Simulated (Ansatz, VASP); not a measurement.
# Two plane-wave programs on Ta2N

```
Ta N
1.0
     5.09638    0.00000    0.00000
    -2.54819    4.41360    0.00000
     0.00000    0.00000    5.14072
Ta N
6 3
Cartesian
  1.7908 3.1018 3.8689
  -0.7574 1.3118 3.8689
  1.5147 0.0000 3.8689
  0.7574 1.3118 1.2718
  -1.7908 3.1018 1.2718
  3.5817 0.0000 1.2718
  2.5482 1.4712 2.5704
  0.0000 2.9424 2.5704
  0.0000 0.0000 0.0000
```

Alike in both runs: task single point; functional LDA; k mesh 9 × 9 × 8; occupations gaussian, width 0.15 eV; no spin polarisation.

|  | VASP | Ansatz |
| --- | --- | --- |
| version | VASP 6.6.1 | Ansatz 0.2.0 |
| potentials or method | VASP PAW LDA potentials, release 64 (Ta_pv, N), cutoff 520 eV | scalar-relativistic, plane waves, PAW |
| valence electrons in the cell | 81 | 93 |

```csv
,VASP,Ansatz,Ansatz less VASP
gap on the k mesh at the Fermi level (eV),none,none,-
pressure (GPa),16.4,14.6,-1.76
"traceless stress, the component that is largest in VASP (GPa)",-16.71,-16.76,-0.054
rms of the force components (eV/Å),3.385,3.351,-0.0339
```

Ansatz warns that its potentials were made for another functional, while VASP's fit it. LDA's correlation is that of Perdew and Zunger in VASP and of Perdew and Wang (1992) in Ansatz. Atom by atom the forces differ by 0.034 eV/Å (rms over components). A gap of «none» marks a metal or a gap that the smearing closes. VASP's potentials hold 81 valence electrons a cell and Ansatz's 93, so a difference there can come from the potentials and not from the codes.

Neither program's run includes spin-orbit coupling.
